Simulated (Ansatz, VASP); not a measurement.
Sn3Se: VASP and Ansatz over several settings

```xyz
4
Lattice="4.7419 0.0000 0.0000 0.0000 4.7419 0.0000 0.0000 0.0000 4.7419" Properties=species:S:1:pos:R:3 pbc="T T T"
Sn    2.3709    2.3709    0.0000
Sn    2.3709    0.0000    2.3709
Sn    0.0000    2.3709    2.3709
Se    0.0000    0.0000    0.0000
```

Single points on this cell with VASP 6.6.1 and Ansatz 0.2.0. Each row is one pair of runs. Alike in all rows: spin: off; k mesh: 6 × 6 × 6; smearing: fermi-dirac, width 0.05 eV.

```csv
level,"VASP's potentials, cutoff","Ansatz's potentials, cutoff","gap on the k mesh at the Fermi level (eV), VASP","gap on the k mesh at the Fermi level (eV), Ansatz","pressure (GPa), VASP","pressure (GPa), Ansatz"
LDA,"VASP PAW LDA potentials, release 64 (Sn_d, Se), 520 eV","Ansatz PAW, 420 eV",none,none,-3.9,-3.9
PBE,"VASP PAW PBE potentials, release 64 (Sn_d, Se), 520 eV","Ansatz PAW, 420 eV",none,none,0.2,0.3
r2SCAN,"VASP PAW PBE potentials, release 64 (Sn_d, Se), 520 eV","Ansatz PAW, 500 eV",none,none,-0.6,-0.6
```

Pressure (GPa): the two programs differ by at most 0.04.

VASP's potentials hold 48 valence electrons a cell and Ansatz's 58, so a difference there can come from the potentials and not from the codes.

A gap of «none» marks a metal or a gap that the smearing closes.
